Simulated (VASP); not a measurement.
Wanted: the native input for a VASP 6.6.1 run.

```
Task                   : single point
Functional             : PBE
Potentials or basis    : VASP PAW PBE potentials, release 64 (Ni)
Cutoff                 : 520 eV
k mesh                 : 22 × 22 × 22
Occupations            : gaussian, width 0.05 eV
Spin                   : no spin polarisation
Dipole correction      : no
Further INCAR settings : ALGO = Normal; EDIFF = 1e-06; NBANDS = 11
```

The structure of Ni lies in POSCAR:

```
Ni
1.0
    0.0000000000      1.7593096176      1.7593096176
    1.7593096176      0.0000000000      1.7593096176
    1.7593096176      1.7593096176      0.0000000000
Ni
1
Direct
    0.0000000000      0.0000000000      0.0000000000
```

One way to write it, as run:

INCAR

```
ALGO     = Normal         # electronic algorithm
EDIFF    = 1E-6           # SCF threshold, eV
ENCUT    = 520            # plane-wave cutoff, eV
GGA      = PE             # functional
ISIF     = 2              # what is computed and relaxed
ISMEAR   = 0              # smearing method
LASPH    = T              # aspherical terms in the spheres
LCHARG   = F              # write CHGCAR
LREAL    = F              # projectors in reciprocal space
LWAVE    = F              # write WAVECAR
NBANDS   = 11             # bands
NELM     = 100            # most SCF steps
PREC     = Accurate       # precision mode
SIGMA    = 0.05           # smearing width, eV
```

KPOINTS

```
k-points
0
Gamma
  22 22 22
```

Potentials or basis: VASP PAW PBE potentials, release 64 (Ni).

The run is started by

```console
$ cat potpaw_PBE.64/Ni/POTCAR > POTCAR
$ mpirun -np 1 vasp_std > vasp.out
```

Results of the run:

```
Pressure               : -1.3 GPa
Band gap on the k mesh : zero (band 5 reaches 9.34 eV, above the bottom of band 6 at 8.37 eV)
```

Caveat: the run has no spin polarisation, though such a crystal can be magnetic.

It took 14 s on 1 thread of Intel(R) Xeon(R) 6975P-C (Granite Rapids) (shared host), peak memory 0.15 GiB.
